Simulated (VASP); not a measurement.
Input of a VASP 6.6.1 run:

File POSCAR:

```
CaO
1.0
    0.0000000000      2.4035556960      2.4035556960
    2.4035556960      0.0000000000      2.4035556960
    2.4035556960      2.4035556960      0.0000000000
Ca O
1 1
Direct
    0.0000000000      0.0000000000      0.0000000000
    0.5000000000      0.5000000000      0.5000000000
```

The input INCAR.step1:

```
PREC = Accurate
ENCUT = 520
EDIFF = 1E-5
ISMEAR = -1
SIGMA = 0.05
LREAL = False
LASPH = True
NELM = 100
ALGO = Normal
ISIF = 2
LWAVE = True
LCHARG = False
NBANDS = 15
GGA = PE
```

INCAR.step2

```
PREC = Accurate
ENCUT = 520
EDIFF = 1E-7
ISMEAR = -1
SIGMA = 0.05
LREAL = False
LASPH = True
NELM = 100
ALGO = Normal
ISIF = 2
LWAVE = False
LCHARG = False
METAGGA = R2SCAN
LHFCALC = True
AEXX = 0.25
LMIXTAU = True
PRECFOCK = Normal
NBANDS = 15
ISTART = 1
```

The input KPOINTS:

```
Automatic mesh
0
Gamma
  5 5 5
```

Potentials or basis: VASP PAW PBE potentials, release 64 (Ca_sv, O).

Command:

```console
$ cat potpaw_PBE.64/Ca_sv/POTCAR potpaw_PBE.64/O/POTCAR > POTCAR
$ cp INCAR.step1 INCAR
$ mpirun -np 1 vasp_std > vasp.out
$ cp INCAR.step2 INCAR
$ mpirun -np 1 vasp_std > vasp.out
```

What does it give for the pressure?

-1.1 GPa.

What does it give for the band gap on the k mesh?

6.63 eV (least direct gap 7.05 eV).

Caveat: the k points lie up to 0.45 Å⁻¹ apart; the PAW data sets were made with another functional, which shifts forces and pressure a little; an odd mesh through Γ misses points on the zone boundary, where band edges can lie.
